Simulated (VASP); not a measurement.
# SnPIr (P4/nmm) in VASP: single point with r2SCAN

Aim: the single point of SnPIr with r2SCAN.

Program: VASP 6.6.1. These are calculated values, not measurements. Logs are shortened: lines on timing, memory, paths and dates and some standing lists are left out, and cuts for length are marked.

## Step 1: The cell of the first run

The structure is tetragonal, space group P4/nmm (No. 129). The conventional cell has a = 3.699 Å, b = 3.699 Å, c = 7.587 Å, α = 90.00°, β = 90.00°, γ = 90.00°. Ir (site symmetry 4mm) has 5 P at 2.53 to 2.62 Å and 5 Sn at 2.87 to 3.34 Å within 3.4 Å. Within 2.9 Å of Sn (site symmetry 4mm) lie 1 P at 2.18 Å and 4 Sn at 2.73 Å and 1 Ir at 2.87 Å. P (site symmetry 4mm) has 1 Sn at 2.18 Å and 5 Ir at 2.53 to 2.62 Å within 2.9 Å.

## Step 2: Single point, r2SCAN

POSCAR

```
SnPIr
1.0
    3.6986030000      0.0000000000      0.0000000000
    0.0000000000      3.6986030000      0.0000000000
    0.0000000000      0.0000000000      7.5866250000
Ir Sn P
2 2 2
Direct
    0.2500000000      0.2500000000      0.6736200000
    0.7500000000      0.7500000000      0.3263800000
    0.2500000000      0.2500000000      0.0516000000
    0.7500000000      0.7500000000      0.9484000000
    0.2500000000      0.2500000000      0.3395000000
    0.7500000000      0.7500000000      0.6605000000
```

INCAR.step1

```
  PREC = Accurate
  ENCUT = 520
  ISMEAR = -1
  SIGMA = 0.1
  LREAL = False
  LASPH = True
  NELM = 100
  NBANDS = 37
  GGA = PE
  ALGO = Normal
  EDIFF = 1E-4
  LWAVE = True
  LCHARG = False
```

INCAR.step2

```
  PREC = Accurate
  ENCUT = 520
  EDIFF = 1E-7
  ISMEAR = -1
  SIGMA = 0.1
  LREAL = False
  LASPH = True
  NELM = 100
  ALGO = Normal
  ISIF = 2
  LWAVE = False
  LCHARG = False
  METAGGA = R2SCAN
  LMIXTAU = True
  NBANDS = 37
  ISTART = 1
```

KPOINTS

```
regular mesh
0
Gamma
  5 5 3
```

Potentials or basis: VASP PAW PBE potentials, release 64 (Ir, Sn_d, P).

On the command line:

```
$ cat potpaw_PBE.64/Ir/POTCAR potpaw_PBE.64/Sn_d/POTCAR potpaw_PBE.64/P/POTCAR > POTCAR
$ cp INCAR.step1 INCAR
$ mpirun -np 1 vasp_std > vasp.out
$ cp INCAR.step2 INCAR
$ mpirun -np 1 vasp_std > vasp.out
```

OUTCAR:

```text
PREC = Accurate
   ENCUT = 520
   EDIFF = 1E-7
   ISMEAR = -1
   LREAL = False
   LASPH = True
   NELM = 100
   ISIF = 2
   METAGGA = R2SCAN
   ISTART = 1

 ion  position               nearest neighbor table
   1  0.250  0.250  0.674-   5 2.53   6 2.62   6 2.62   6 2.62   6 2.62   3 2.87   4 3.34   4 3.34
                             4 3.34   4 3.34
   2  0.750  0.750  0.326-   6 2.53   5 2.62   5 2.62   5 2.62   5 2.62   4 2.87   3 3.34   3 3.34
                             3 3.34   3 3.34
   3  0.250  0.250  0.052-   5 2.18   4 2.73   4 2.73   4 2.73   4 2.73   1 2.87   2 3.34   2 3.34
                             2 3.34   2 3.34
   4  0.750  0.750  0.948-   6 2.18   3 2.73   3 2.73   3 2.73   3 2.73   2 2.87   1 3.34   1 3.34
                             1 3.34   1 3.34
   5  0.250  0.250  0.340-   3 2.18   1 2.53   2 2.62   2 2.62   2 2.62   2 2.62
   6  0.750  0.750  0.660-   4 2.18   2 2.53   1 2.62   1 2.62   1 2.62   1 2.62

  LATTYP: Found a simple tetragonal cell.
 ALAT       =     3.6986030000
 C/A-ratio  =     2.0512136609

  Lattice vectors:

 A1 = (   3.6986030000,   0.0000000000,   0.0000000000)
 A2 = (   0.0000000000,   3.6986030000,   0.0000000000)
 A3 = (   0.0000000000,   0.0000000000,   7.5866250000)

Analysis of symmetry for initial positions (statically):
=====================================================================
 Subroutine PRICEL returns:
 Original cell was already a primitive cell.

 Routine SETGRP: Setting up the symmetry group for a
 simple tetragonal supercell.

 Subroutine GETGRP returns: Found 16 space group operations
 (whereof  4 operations were pure point group operations)
 out of a pool of 16 trial point group operations.

The static configuration has the point symmetry C_2h.
 The point group associated with its full space group is D_4h.

Analysis of symmetry for dynamics (positions and initial velocities):
=====================================================================
 Subroutine PRICEL returns:
 Original cell was already a primitive cell.

 Routine SETGRP: Setting up the symmetry group for a
 simple tetragonal supercell.

 Subroutine GETGRP returns: Found 16 space group operations
 (whereof  4 operations were pure point group operations)
 out of a pool of 16 trial point group operations.

The dynamic configuration has the point symmetry C_2h.
 The point group associated with its full space group is D_4h.

 Subroutine INISYM returns: Found 16 space group operations
 (whereof  4 operations are pure point group operations),
 and found     1 'primitive' translations

----------------------------------------------------------------------------------------

                                     Primitive cell

  volume of cell :     103.7825

  direct lattice vectors                    reciprocal lattice vectors
     3.698603000  0.000000000  0.000000000     0.270372354  0.000000000  0.000000000
     0.000000000  3.698603000  0.000000000     0.000000000  0.270372354  0.000000000
     0.000000000  0.000000000  7.586625000     0.000000000  0.000000000  0.131810917

  length of vectors
     3.698603000  3.698603000  7.586625000     0.270372354  0.270372354  0.131810917

  position of ions in fractional coordinates (direct lattice)
     0.250000000  0.250000000  0.673620000
     0.750000000  0.750000000  0.326380000
     0.250000000  0.250000000  0.051600000
     0.750000000  0.750000000  0.948400000
     0.250000000  0.250000000  0.339500000
     0.750000000  0.750000000  0.660500000

  ion indices of the primitive-cell ions
   primitive index   ion index
                 1           1
                 2           2
                 3           3
                 4           4
                 5           5
                 6           6

----------------------------------------------------------------------------------------

 KPOINTS: regular mesh

Automatic generation of k-mesh.
 Grid dimensions read from file:
 generate k-points for:    5    5    3

 Generating k-lattice:

  Cartesian coordinates                     Fractional coordinates (reciprocal lattice)
     0.054074471  0.000000000  0.000000000     0.200000000  0.000000000  0.000000000
     0.000000000  0.054074471  0.000000000     0.000000000  0.200000000  0.000000000
     0.000000000  0.000000000  0.043936972     0.000000000  0.000000000  0.333333333

  Length of vectors
     0.054074471  0.054074471  0.043936972

  Shift w.r.t. Gamma in fractional coordinates (k-lattice)
     0.000000000  0.000000000  0.000000000

 Subroutine IBZKPT returns following result:
 ===========================================

 Found     12 irreducible k-points:

 Following reciprocal coordinates:
            Coordinates               Weight
  0.000000  0.000000  0.000000      1.000000
  0.200000  0.000000  0.000000      4.000000
  0.400000  0.000000  0.000000      4.000000
  0.200000  0.200000  0.000000      4.000000
  0.400000  0.200000  0.000000      8.000000
  0.400000  0.400000  0.000000      4.000000
  0.000000  0.000000  0.333333      2.000000
  0.200000  0.000000  0.333333      8.000000
  0.400000  0.000000  0.333333      8.000000
  0.200000  0.200000  0.333333      8.000000
  0.400000  0.200000  0.333333     16.000000
  0.400000  0.400000  0.333333      8.000000
   k-points           NKPTS =     12   k-points in BZ     NKDIM =     12   number of bands    NBANDS=     37
   number of dos      NEDOS =    301   number of ions     NIONS =      6
   total plane-waves  NPLWV =  43904
   dimension x,y,z NGX =    28 NGY =   28 NGZ =   56
   dimension x,y,z NGXF=    56 NGYF=   56 NGZF=  112
   ions per type =               2   2   2
   NGX,Y,Z   is equivalent  to a cutoff of  12.59, 12.59, 12.27 a.u.
   NGXF,Y,Z  is equivalent  to a cutoff of  25.17, 25.17, 24.54 a.u.
 SYSTEM =  unknown system
   PREC   = accura    normal or accurate (medium, high low for compatibility)
   ISTART =      1    job   : 0-new  1-cont  2-samecut
   ICHARG =      0    charge: 1-file 2-atom 10-const
   ISPIN  =      1    spin polarized calculation?
   LNONCOLLINEAR =      F non collinear calculations
   LSORBIT =      F    spin-orbit coupling
   LASPH  =      T    aspherical Exc in radial PAW
   ENCUT  =  520.0 eV  38.22 Ry    6.18 a.u.   6.88  6.88 14.11*2*pi/ulx,y,z
   NELM   =    100;   NELMIN=  2; NELMDL=  0     # of ELM steps
   EDIFF  = 0.1E-06   stopping-criterion for ELM
   LREAL  =      F    real-space projection
   EDIFFG = 0.1E-05   stopping-criterion for IOM
   NSW    =      0    number of steps for IOM
   IBRION =     -1    ionic relax: 0-MD 1-quasi-New 2-CG
   NFREE  =      0    steps in history (QN), initial steepest desc. (CG)
   ISIF   =      2    stress and relaxation
   ISYM   =      2    0-nonsym 1-usesym 2-fastsym
   POTIM  = 0.5000    time-step for ionic-motion
   TEBEG  =    0.0;   TEEND  =   0.0 temperature during run
   PSTRESS=    0.0 pullay stress
   NELECT =      56.0000    total number of electrons
   NUPDOWN=      -1.0000    fix difference up-down
   EMIN   =  10.00;   EMAX   =-10.00  energy-range for DOS
   EFERMI =   0.00;   METHOD = LEGACY
   ISMEAR =    -1;   SIGMA  =   0.10  broadening in eV -4-tet -1-fermi 0-gaus
   EFERMI_NEDOS =   21; number of points for ismear=-14 and -15
   IALGO  =     38    algorithm
   IMIX   =      4    mixing-type and parameters
     AMIX     =   0.40;   BMIX     =  1.00
     AMIX_MAG =   1.60;   BMIX_MAG =  1.00
  volume/ion in A,a.u.               =      17.30       116.73
  Fermi-wavevector in a.u.,A,eV,Ry     =   1.332793  2.518614 24.168548  1.776338
  Thomas-Fermi vector in A             =   2.461701
   LORBIT       =      0    0 simple, 1 ext, 2 COOP (PROOUT), +10 PAW based schemes
   METAGGA = R2SCAN    functional components
   LHFCALC =     F    Hartree Fock is set to
   AEXX    =    0.0000 exact exchange contribution
   IVDW    =     0    specifies the selected vdW correction
   LEPSILON=     F    determine dielectric tensor
   LRPA    =     F    only Hartree local field effects (RPA)
 non-spin polarized calculation
  energy-cutoff  :      520.00
  volume of cell :      103.78
 maximum number of plane-waves:      2809
 NGX is ok and might be reduce to    28
   NGX = 13   NGY = 13   NGZ = 29

 number of electron      56.0000007 magnetization

 Free energy of the ion-electron system (eV)
  ---------------------------------------------------
  ext. energy  EPLUGINS =         0.00000000
  ---------------------------------------------------
  free energy    TOTEN  =      -167.22633580 eV

  energy without entropy =     -167.12866806  energy(sigma->0) =     -167.17750193

 E-fermi :   9.5480     XC(G=0): -12.8030

 val. band max:        9.4675444096   @ k =   0.2000   0.0000   0.3333
 cond. band min:       9.6328726560   @ k =   0.2000   0.2000   0.0000
 fundamental gap:      0.1653282464
 Fermi energy:         9.5480179621

 k-point     1 :       0.0000    0.0000    0.0000
  band No.  band energies     occupation
      1     -13.7959      2.00000
      2     -13.5797      2.00000
      3     -13.5206      2.00000
      4     -13.3625      2.00000
      5     -13.1922      2.00000
      6     -13.1922      2.00000
[... 29 lines left out ...]
     36      15.6957      0.00000
     37      17.8415      0.00000

 k-point     2 :       0.2000    0.0000    0.0000
  band No.  band energies     occupation
      1     -13.7540      2.00000
      2     -13.5442      2.00000
      3     -13.5158      2.00000
      4     -13.4155      2.00000
      5     -13.2364      2.00000
      6     -13.1575      2.00000
[... 29 lines left out ...]
     36      15.2572      0.00000
     37      16.4198      0.00000
[... 358 lines left out ...]
     36      16.0399      0.00000
     37      16.2669      0.00000

 k-point    12 :       0.4000    0.4000    0.3333
  band No.  band energies     occupation
      1     -13.5702      2.00000
      2     -13.5659      2.00000
      3     -13.3506      2.00000
      4     -13.2320      2.00000
      5     -13.2149      2.00000
      6     -13.2058      2.00000
[... 29 lines left out ...]
     36      16.0315      0.00000
     37      17.4583      0.00000

------------------------ aborting loop because EDIFF is reached ----------------------------------------

  FORCE on cell =-STRESS in cart. coord.  units (eV):
  Direction    XX          YY          ZZ          XY          YZ          ZX
  --------------------------------------------------------------------------------------
  -------------------------------------------------------------------------------------
  Total        1.9614593      1.9614593     22.0724050      0.0000000     -0.0000000      0.0000000
  in kB       30.2806946     30.2806946    340.7502513      0.0000000     -0.0000000      0.0000000
  external PRESSURE =     133.7705468 kB  Pullay stress =       0.0000000 kB

 VOLUME and BASIS-vectors are now :
 -----------------------------------------------------------------------------
  energy-cutoff  :      520.00
  volume of cell :      103.78
      direct lattice vectors                 reciprocal lattice vectors
     3.698603000  0.000000000  0.000000000     0.270372354  0.000000000  0.000000000
     0.000000000  3.698603000  0.000000000     0.000000000  0.270372354  0.000000000
     0.000000000  0.000000000  7.586625000     0.000000000  0.000000000  0.131810917

 POSITION                                       TOTAL-FORCE (eV/Angst)
 -----------------------------------------------------------------------------------
      0.92465      0.92465      5.11050        -0.000000      0.000000     -1.314192
      2.77395      2.77395      2.47612         0.000000      0.000000      1.314192
      0.92465      0.92465      0.39147         0.000000      0.000000     -3.885285
      2.77395      2.77395      7.19516        -0.000000     -0.000000      3.885285
      0.92465      0.92465      2.57566        -0.000000     -0.000000      6.405420
      2.77395      2.77395      5.01097         0.000000      0.000000     -6.405420
 -----------------------------------------------------------------------------------
    total drift:                                0.000000      0.000000      0.000000

  FREE ENERGIE OF THE ION-ELECTRON SYSTEM (eV)
  ---------------------------------------------------
  free  energy   TOTEN  =      -167.2263357976 eV

  energy  without entropy=     -167.1286680566  energy(sigma->0) =     -167.17750193
```

Run time: 2.1 min. Hardware: 1 thread of Intel Xeon Platinum 8375C at 2.90GHz (Ice Lake), shared host; peak memory 0.23 GiB.

Results:

* Free energy: -167.2263 eV
* Pressure: 13.4 GPa
* Largest force: 6.405 eV/Å
* Band gap on the k mesh: zero (bands 28 and 29 overlap by 1.73 eV)

Forces in eV/Å, atoms in the order of the input:
```
Ir   0.000  0.000 -1.314
Ir   0.000  0.000  1.314
Sn   0.000  0.000 -3.885
Sn   0.000  0.000  3.885
P    0.000  0.000  6.405
P    0.000  0.000 -6.405
```

Caveat: the cell stands under pressure; the PAW data sets were made with another functional, which shifts forces and pressure a little; spin-orbit coupling is left out, which moves the levels of the heavy elements.
